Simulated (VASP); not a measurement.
# MgO: single point with HSE06

The system is MgO.

```
CELL_PARAMETERS angstrom
0.00000 2.10058 2.10058
2.10058 0.00000 2.10058
2.10058 2.10058 0.00000
ATOMIC_POSITIONS crystal
Mg 0.00000 0.00000 0.00000
O 0.50000 0.50000 0.50000
```

```json
{
 "Program": "VASP 6.6.1",
 "Task": "single point",
 "Functional": "HSE06",
 "Potentials or basis": "VASP PAW PBE potentials, release 64 (Mg, O)",
 "Cutoff": "520 eV",
 "k mesh": "10 × 10 × 10",
 "Occupations": "gaussian, width 0.02 eV",
 "Spin": "no spin polarisation"
}
```

```
Pressure               : -0.3 GPa
Band gap on the k mesh : 6.52 eV
```

Levels at points of the mesh, in eV from the valence-band top:
| k point | band 1 | band 2 | band 3 | band 4 | band 5 | band 6 | band 7 | band 8 |
| --- | --- | --- | --- | --- | --- | --- | --- | --- |
| (0.00, 0.00, 0.00) | -18.86 | 0.00 | 0.00 | 0.00 | 6.52 | 17.80 | 17.80 | 17.80 |
| (0.50, 0.00, 0.00) | -17.50 | -4.97 | -0.72 | -0.72 | 9.72 | 14.96 | 18.40 | 18.40 |
| (0.50, 0.50, 0.00) | -17.22 | -4.42 | -1.48 | -1.48 | 10.86 | 11.94 | 15.45 | 21.49 |

Wall time 80 min on 1 thread of Intel(R) Xeon(R) Platinum 8488C (Sapphire Rapids) (shared host), peak memory 0.28 GiB.

Caveat: the PAW data sets were made with another functional, which shifts forces and pressure a little.
